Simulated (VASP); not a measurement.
BN: vibrations by perturbation theory with LDA

The system is BN.

```xyz
2
Lattice="2.4678 0.0024 -0.2373 -1.2246 2.1425 0.2373 -0.9564 -0.8785 2.9962" Properties=species:S:1:pos:R:3 pbc="T T T"
B     1.2378    2.1318   -0.0145
N     0.2743   -0.1753    2.8924
```

```json
{
 "Program": "VASP 6.6.1",
 "Task": "vibrations by perturbation theory",
 "Functional": "LDA",
 "Potentials or basis": "VASP PAW LDA potentials, release 64 (B, N)",
 "Cutoff": "520 eV",
 "k mesh": "12 × 12 × 12",
 "Occupations": "gaussian, width 0.01 eV",
 "Spin": "no spin polarisation",
 "Dipole correction": "no",
 "Further INCAR settings": "ALGO = Normal; EDIFF = 1e-08; NBANDS = 11; IBRION = 8; NSW = 1"
}
```

```
Electronic dielectric tensor (diagonal)                 : 5.27, 5.28, 3.35
Born charges (mean of the diagonal)                     : B +2.11; N -2.11 e
Highest phonon frequency at Γ, LO-TO splitting left out : 1405 cm⁻¹
```

Phonon frequencies in cm⁻¹ (negative: imaginary):
```csv
q point,frequencies
"(0.000, 0.000, 0.000)",0 0 0 725 1405 1405
```

Electronic dielectric tensor:
```
 5.27  0.01 -0.19
 0.01  5.28  0.11
-0.19  0.11  3.35
```

Born effective charge tensors (e):
atom 1, B
```
 2.66  0.01 -0.16
 0.01  2.67  0.09
-0.16  0.09  0.99
```
atom 2, N
```
-2.66 -0.01  0.16
-0.01 -2.67 -0.09
 0.16 -0.09 -0.99
```

Wall time 10 min on 1 thread of Intel(R) Xeon(R) Platinum 8259CL CPU @ 2.50GHz (Skylake/Cascade Lake), on a shared host, peak memory 0.41 GiB.

Caveat: the cell stands under pressure or tension, which shifts response properties.
